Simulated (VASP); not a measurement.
Crystal: Be.

```xyz
2
Lattice="1.1622 -2.0130 0.0000 1.1622 2.0130 0.0000 0.0000 0.0000 3.7179" Properties=species:S:1:pos:R:3 pbc="T T T"
Be    1.1622    0.6710    0.9295
Be    1.1622   -0.6710    2.7884
```

| Item | Value |
| --- | --- |
| Program | VASP 6.6.1 |
| Task | relaxation of cell and atoms |
| Functional | PBE |
| Potentials or basis | VASP PAW PBE potentials, release 64 (Be) |
| Cutoff | 600 eV |
| k mesh | 8 × 8 × 5 |
| Occupations | fermi-dirac, width 0.1 eV |
| Spin | no spin polarisation |

At the start: pressure -9.8 GPa; volume 8.70 Å³/atom.

Q: How do energy, volume and symmetry change on relaxing?

A: Over 6 steps the energy falls by 26.1 meV/atom and the volume is 7.90 Å³/atom (-9.2 %); space group P6_3/mmc (No. 194, to 0.1 Å) before and after.

The path:
```tsv
step	energy change (eV)	largest force (eV/Å)	pressure (GPa)	volume (Å³)
1	0.0000	0.0000	-9.80	17.40
2	-0.0503	0.0000	-2.01	16.09
3	-0.0520	0.0000	-0.09	15.83
4	-0.0520	0.0000	0.15	15.80
5	-0.0522	0.0000	0.18	15.80
6	-0.0522	0.0000	0.19	15.80
```

Final structure:
```xyz
2
Lattice="1.1277 -1.9533 0.0000 1.1277 1.9533 0.0000 0.0000 0.0000 3.5860" Properties=species:S:1:pos:R:3 pbc="T T T"
Be    1.1277    0.6511    0.8965
Be    1.1277   -0.6511    2.6895
```

Caveat: the k points lie up to 0.40 Å⁻¹ apart in the final cell.
